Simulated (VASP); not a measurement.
# Rb (Im-3m) in VASP: further runs, part 2 of 2

VASP 6.6.1.

**3. Single point, PBE**

This run uses another cell than the first one, of 28.30 Å³/atom, 0.445 times its volume.

Contents of INCAR:

```
PREC = Accurate ; ENCUT = 520
EDIFF = 1E-6 ; ISMEAR = 0
SIGMA = 0.1 ; LREAL = False
LASPH = True ; NELM = 100
ALGO = Fast ; ISIF = 2
LWAVE = False ; LCHARG = True
GGA = PE ; LELF = True
LVHAR = True ; NBANDS = 10
```

Contents of KPOINTS:

```
Automatic mesh
0
Gamma
  14 14 14
```

Contents of POSCAR:

```
Rb
1.0
   -1.9196532226      1.9196532226      1.9196532226
    1.9196532226     -1.9196532226      1.9196532226
    1.9196532226      1.9196532226     -1.9196532226
Rb
1
Direct
    0.0000000000      0.0000000000      0.0000000000
```

Potentials or basis: VASP PAW PBE potentials, release 64 (Rb_sv).

Launch:

```console
$ cat potpaw_PBE.64/Rb_sv/POTCAR > POTCAR
$ mpirun -np 1 vasp_std > vasp.out
```

OUTCAR:

```text
PREC = Accurate
   ENCUT = 520
   EDIFF = 1E-6
   ISMEAR = 0
   LREAL = False
   LASPH = True
   NELM = 100
   ISIF = 2
   GGA = PE

 ion  position               nearest neighbor table
   1  0.000  0.000  0.000-

  LATTYP: Found a body centered cubic cell.
 ALAT       =     3.8393064452

  Lattice vectors:

 A1 = (  -1.9196532226,   1.9196532226,   1.9196532226)
 A2 = (   1.9196532226,  -1.9196532226,   1.9196532226)
 A3 = (   1.9196532226,   1.9196532226,  -1.9196532226)

Analysis of symmetry for initial positions (statically):
=====================================================================
 Subroutine PRICEL returns:
 Original cell was already a primitive cell.

 Routine SETGRP: Setting up the symmetry group for a
 body centered cubic supercell.

 Subroutine GETGRP returns: Found 48 space group operations
 (whereof 48 operations were pure point group operations)
 out of a pool of 48 trial point group operations.

The static configuration has the point symmetry O_h .

Analysis of symmetry for dynamics (positions and initial velocities):
=====================================================================
 Subroutine PRICEL returns:
 Original cell was already a primitive cell.

 Routine SETGRP: Setting up the symmetry group for a
 body centered cubic supercell.

 Subroutine GETGRP returns: Found 48 space group operations
 (whereof 48 operations were pure point group operations)
 out of a pool of 48 trial point group operations.

The dynamic configuration has the point symmetry O_h .

 Subroutine INISYM returns: Found 48 space group operations
 (whereof 48 operations are pure point group operations),
 and found     1 'primitive' translations

----------------------------------------------------------------------------------------

                                     Primitive cell

  volume of cell :      28.2962

  direct lattice vectors                    reciprocal lattice vectors
    -1.919653223  1.919653223  1.919653223     0.000000000  0.260463710  0.260463710
     1.919653223 -1.919653223  1.919653223     0.260463710  0.000000000  0.260463710
     1.919653223  1.919653223 -1.919653223     0.260463710  0.260463710  0.000000000

  length of vectors
     3.324936914  3.324936914  3.324936914     0.368351311  0.368351311  0.368351311

  position of ions in fractional coordinates (direct lattice)
     0.000000000  0.000000000  0.000000000

  ion indices of the primitive-cell ions
   primitive index   ion index
                 1           1

----------------------------------------------------------------------------------------

 KPOINTS: Automatic mesh

Automatic generation of k-mesh.
 Grid dimensions read from file:
 generate k-points for:   14   14   14

 Generating k-lattice:

  Cartesian coordinates                     Fractional coordinates (reciprocal lattice)
     0.000000000  0.018604551  0.018604551     0.071428571  0.000000000  0.000000000
     0.018604551  0.000000000  0.018604551     0.000000000  0.071428571  0.000000000
     0.018604551  0.018604551  0.000000000     0.000000000  0.000000000  0.071428571

  Length of vectors
     0.026310808  0.026310808  0.026310808

  Shift w.r.t. Gamma in fractional coordinates (k-lattice)
     0.000000000  0.000000000  0.000000000

 Subroutine IBZKPT returns following result:
 ===========================================

 Found    104 irreducible k-points:

 Following reciprocal coordinates:
            Coordinates               Weight
  0.000000  0.000000  0.000000      1.000000
  0.071429  0.000000  0.000000     12.000000
  0.142857  0.000000  0.000000     12.000000
  0.214286  0.000000  0.000000     12.000000
  0.285714  0.000000  0.000000     12.000000
  0.357143  0.000000  0.000000     12.000000
[... 16 lines left out ...]
  0.285714  0.285714  0.000000     24.000000
  0.357143  0.285714  0.000000     24.000000
 [... further k-points ...]
   k-points           NKPTS =    104   k-points in BZ     NKDIM =    104   number of bands    NBANDS=     10
   number of dos      NEDOS =    301   number of ions     NIONS =      1
   total plane-waves  NPLWV =  21952
   dimension x,y,z NGX =    28 NGY =   28 NGZ =   28
   dimension x,y,z NGXF=    56 NGYF=   56 NGZF=   56
   ions per type =               1
   NGX,Y,Z   is equivalent  to a cutoff of  14.00, 14.00, 14.00 a.u.
   NGXF,Y,Z  is equivalent  to a cutoff of  28.00, 28.00, 28.00 a.u.
 SYSTEM =  unknown system
   PREC   = accura    normal or accurate (medium, high low for compatibility)
   ISTART =      0    job   : 0-new  1-cont  2-samecut
   ICHARG =      2    charge: 1-file 2-atom 10-const
   ISPIN  =      1    spin polarized calculation?
   LNONCOLLINEAR =      F non collinear calculations
   LSORBIT =      F    spin-orbit coupling
   LASPH  =      T    aspherical Exc in radial PAW
   ENCUT  =  520.0 eV  38.22 Ry    6.18 a.u.   6.18  6.18  6.18*2*pi/ulx,y,z
   NELM   =    100;   NELMIN=  2; NELMDL= -5     # of ELM steps
   EDIFF  = 0.1E-05   stopping-criterion for ELM
   LREAL  =      F    real-space projection
   EDIFFG = 0.1E-04   stopping-criterion for IOM
   NSW    =      0    number of steps for IOM
   IBRION =     -1    ionic relax: 0-MD 1-quasi-New 2-CG
   NFREE  =      0    steps in history (QN), initial steepest desc. (CG)
   ISIF   =      2    stress and relaxation
   ISYM   =      2    0-nonsym 1-usesym 2-fastsym
   POTIM  = 0.5000    time-step for ionic-motion
   TEBEG  =    0.0;   TEEND  =   0.0 temperature during run
   PSTRESS=    0.0 pullay stress
   NELECT =       9.0000    total number of electrons
   NUPDOWN=      -1.0000    fix difference up-down
   EMIN   =  10.00;   EMAX   =-10.00  energy-range for DOS
   EFERMI =   0.00;   METHOD = LEGACY
   ISMEAR =     0;   SIGMA  =   0.10  broadening in eV -4-tet -1-fermi 0-gaus
   EFERMI_NEDOS =   21; number of points for ismear=-14 and -15
   IALGO  =     68    algorithm
   IMIX   =      4    mixing-type and parameters
     AMIX     =   0.40;   BMIX     =  1.00
     AMIX_MAG =   1.60;   BMIX_MAG =  1.00
  volume/ion in A,a.u.               =      28.30       190.95
  Fermi-wavevector in a.u.,A,eV,Ry     =   1.117497  2.111762 16.990938  1.248799
  Thomas-Fermi vector in A             =   2.254120
   LORBIT       =      0    0 simple, 1 ext, 2 COOP (PROOUT), +10 PAW based schemes
   GGA     = PE    functional components
   LHFCALC =     F    Hartree Fock is set to
   AEXX    =    0.0000 exact exchange contribution
   IVDW    =     0    specifies the selected vdW correction
   LEPSILON=     F    determine dielectric tensor
   LRPA    =     F    only Hartree local field effects (RPA)
 non-spin polarized calculation
 RMM-DIIS sequential band-by-band and
 Gauss-broadening in eV      SIGMA  =   0.10
  energy-cutoff  :      520.00
  volume of cell :       28.30
 maximum number of plane-waves:       773
 NGX is ok and might be reduce to    28
   NGX = 13   NGY = 13   NGZ = 13

 number of electron       9.0000000 magnetization

 Free energy of the ion-electron system (eV)
  ---------------------------------------------------
  ext. energy  EPLUGINS =         0.00000000
  ---------------------------------------------------
  free energy    TOTEN  =         0.92977398 eV

  energy without entropy =        0.93444399  energy(sigma->0) =        0.93210898

 E-fermi :   4.7539     XC(G=0):  -9.3151

 val. band max:        4.7398075576   @ k =  -0.2857   0.2857   0.1429
 cond. band min:       4.8010954010   @ k =  -0.3571   0.3571   0.1429
 fundamental gap:      0.0612878434
 Fermi energy:         4.7539228359

 k-point     1 :       0.0000    0.0000    0.0000
  band No.  band energies     occupation
      1     -24.9831      2.00000
      2      -7.7126      2.00000
      3      -7.7126      2.00000
      4      -7.7126      2.00000
      5       1.9225      2.00000
      6       9.1157      0.00000
      7       9.1157      0.00000
      8       9.1157      0.00000
      9      11.4686      0.00000
     10      11.4686      0.00000
[... 287 lines left out ...]
 k-point    24 :       0.3571    0.2857    0.0000
  band No.  band energies     occupation
      1     -24.4476      2.00000
      2      -9.6911      2.00000
      3      -9.3085      2.00000
      4      -8.0416      2.00000
      5       5.6534      0.00000
      6       6.8160      0.00000
      7       7.3669      0.00000
      8      12.0842      0.00000
      9      12.8142      0.00000
     10      15.6710      0.00000

 [... further k-points ...]

------------------------ aborting loop because EDIFF is reached ----------------------------------------

  FORCE on cell =-STRESS in cart. coord.  units (eV):
  Direction    XX          YY          ZZ          XY          YZ          ZX
  --------------------------------------------------------------------------------------
  -------------------------------------------------------------------------------------
  Total        3.5570785      3.5570785      3.5570785      0.0000000      0.0000000      0.0000000
  in kB      201.4075280    201.4075280    201.4075280      0.0000000      0.0000000      0.0000000
  external PRESSURE =     201.4075280 kB  Pullay stress =       0.0000000 kB

 VOLUME and BASIS-vectors are now :
 -----------------------------------------------------------------------------
  energy-cutoff  :      520.00
  volume of cell :       28.30
      direct lattice vectors                 reciprocal lattice vectors
    -1.919653223  1.919653223  1.919653223     0.000000000  0.260463710  0.260463710
     1.919653223 -1.919653223  1.919653223     0.260463710  0.000000000  0.260463710
     1.919653223  1.919653223 -1.919653223     0.260463710  0.260463710  0.000000000

 POSITION                                       TOTAL-FORCE (eV/Angst)
 -----------------------------------------------------------------------------------
      0.00000      0.00000      0.00000         0.000000      0.000000     -0.000000
 -----------------------------------------------------------------------------------
    total drift:                                0.000000     -0.000000      0.000000

  FREE ENERGIE OF THE ION-ELECTRON SYSTEM (eV)
  ---------------------------------------------------
  free  energy   TOTEN  =         0.9297739809 eV

  energy  without entropy=        0.9344439860  energy(sigma->0) =        0.93210898
```

stdout:

```text
POSCAR found type information on POSCAR Rb
 POSCAR found :  1 types and       1 ions
 scaLAPACK will be used
 LDA part: xc-table for (Slater+PW92), standard interpolation
 POSCAR, INCAR and KPOINTS ok, starting setup
 FFT: planning ... GRIDC
 FFT: planning ... GRID_SOFT
 FFT: planning ... GRID
 WAVECAR not read
 entering main loop
WARNING in EDDRMM: call to ZHEGV failed, returncode =   6  3      7
WARNING in EDDRMM: call to ZHEGV failed, returncode =   8  4      6
WARNING in EDDRMM: call to ZHEGV failed, returncode =   6  3      8
```

It took 20 s on 1 thread of AMD EPYC 9R45 (Zen 5), shared host; peak memory 0.14 GiB.

What came out:

| Quantity | Value |
| --- | --- |
| Free energy | 0.9298 eV |
| Pressure | 20.1 GPa |

**4. Single point, PBE**

This run uses another cell than the first one, of 49.66 Å³/atom, 0.782 times its volume.

Contents of INCAR:

```
SYSTEM = Rb
PREC = Accurate ; ENCUT = 520
EDIFF = 1E-6 ; ISMEAR = 0
SIGMA = 0.1 ; LREAL = .False.
LASPH = .True. ; NELM = 100
ALGO = Fast ; ISIF = 2
LWAVE = .False. ; LCHARG = .False.
GGA = PE ; NBANDS = 10
```

Contents of KPOINTS:

```
Automatic mesh
0
Gamma
  12 12 12
  0 0 0
```

Contents of POSCAR:

```
Rb
1.0
   -2.3155488240      2.3155488240      2.3155488240
    2.3155488240     -2.3155488240      2.3155488240
    2.3155488240      2.3155488240     -2.3155488240
Rb
1
Direct
    0.0000000000      0.0000000000      0.0000000000
```

Launch:

```console
$ cat potpaw_PBE.64/Rb_sv/POTCAR > POTCAR
$ mpirun -np 1 vasp_std > vasp.out
```

Wall time 16 s (1 thread of AMD EPYC 9R45 (Zen 5), shared host); peak memory 0.15 GiB.

It converged, with:

```
Free energy : -0.5258 eV
Pressure    : 5.0 GPa
```

Levels at points of the mesh, in eV from the Fermi level:
```
           k point  band 3  band 4  band 5  band 6  band 7  band 8
(0.00, 0.00, 0.00)  -12.74  -12.74   -2.84    4.07    4.07    4.07
(0.50, 0.00, 0.00)  -12.93  -12.75   -0.16    1.66    2.41    5.58
(0.50, 0.50, 0.50)  -13.16  -13.16    0.46    0.46    5.39    5.39
```

**5. Summary**

| cell | k mesh | gap on the mesh (eV) | pressure (GPa) |
| --- | --- | --- | --- |
| a = 4.354 Å, angles 109.5°, 1 atom | 10 × 10 × 10 | none | 2.0 |
| a = 3.325 Å, angles 109.5°, 1 atom | 14 × 14 × 14 | none | 20.1 |
| a = 4.011 Å, angles 109.5°, 1 atom | 12 × 12 × 12 | none | 5.0 |

Alike in all rows: task single point; level PBE; potentials or basis VASP PAW PBE potentials, release 64 (Rb_sv); no spin polarisation; cutoff (eV) 520; smearing gaussian 0.1 eV.

Total energies depend on the potentials used, so only differences within one code and one set of settings carry meaning.
